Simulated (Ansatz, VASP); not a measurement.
# PbS in VASP and in Ansatz

File INCAR:

```
PREC     = Accurate       # precision mode
ENCUT    = 500            # plane-wave cutoff, eV
EDIFF    = 1E-6           # SCF threshold, eV
ISMEAR   = -1             # smearing method
SIGMA    = 0.01           # smearing width, eV
LREAL    = False          # projectors in reciprocal space
LASPH    = True           # aspherical terms in the spheres
NELM     = 120            # most SCF steps
ALGO     = Normal         # electronic algorithm
ISIF     = 2              # what is computed and relaxed
LWAVE    = False          # write WAVECAR
LCHARG   = False          # write CHGCAR
GGA      = PE             # functional
NBANDS   = 28             # bands
GGA_COMPAT= False
```

File KPOINTS:

```
regular mesh
0
Gamma
  7 7 3
```

The input POSCAR:

```
PbS
1.0
    2.9207645060     -2.8805363263      0.0000000000
    2.9207645060      2.8805363263      0.0000000000
   -1.0728011239      0.0000000000     11.6307017932
Pb S
2 2
Direct
    0.7756000000      0.7756000000      0.6363800000
    0.2244000000      0.2244000000      0.3636200000
    0.2684000000      0.2684000000      0.5986000000
    0.7316000000      0.7316000000      0.4014000000
```

Input for Ansatz:

```yaml
crystal:
  lattice:
    - [2.920764506, -2.8805363263, 0.0]
    - [2.920764506, 2.8805363263, 0.0]
    - [-1.0728011239, 0.0, 11.6307017932]
  atoms:
    - { symbol: Pb, position: [0.7756, 0.7756, 0.63638] }
    - { symbol: Pb, position: [0.2244, 0.2244, 0.36362] }
    - { symbol: S, position: [0.2684, 0.2684, 0.5986] }
    - { symbol: S, position: [0.7316, 0.7316, 0.4014] }
kpoints:
  mp_grid: { grid: [7, 7, 3] }
  band_path:
    path:
      - [0.0, 0.0, 0.0]
      - [-0.4952296494, 0.4952296494, 0.0]
      - [-0.5047703506, -0.4952296494, 0.0]
      - [-0.5, -0.5, 0.0]
      - [0.0, 0.0, 0.0]
      - [-0.5, -0.5, 0.5]
      - [-0.5160352562, -0.4839647438, 0.5]
      - [-0.4839647438, 0.4839647438, 0.5]
      - [0.0, 0.0, 0.5]
    npoints: 5
scf:
  occupations: { method: fermi_dirac, width: 0.01 }
hamiltonian:
  xc: pbe
  pseudopotentials: { kind: all_electron, lapw: { basis_error: 0.0005 } }
output:
  forces: true
  stress: true
  eigenvalues: true
```

Change from the starting cell: volume scaled by 0.98.

Alike in both runs: task single point; functional PBE; k mesh 7 × 7 × 3; occupations fermi-dirac, width 0.01 eV; no spin polarisation.

|  | VASP | Ansatz |
| --- | --- | --- |
| version | VASP 6.6.1 | Ansatz 0.2.0 |
| potentials or method | VASP PAW PBE potentials, release 64 (Pb_d, S), cutoff 500 eV | all-electron LAPW, scalar-relativistic |

```csv
,VASP,Ansatz,Ansatz less VASP
gap on the k mesh at the Fermi level (eV),1.24,1.24,+0.004
rms of the force components (eV/Å),0.109,0.108,-0.0019
```

Atom by atom the forces differ by 0.002 eV/Å (rms over components). Ansatz ran all-electron here, and VASP with PAW potentials.

Neither program's run includes spin-orbit coupling.
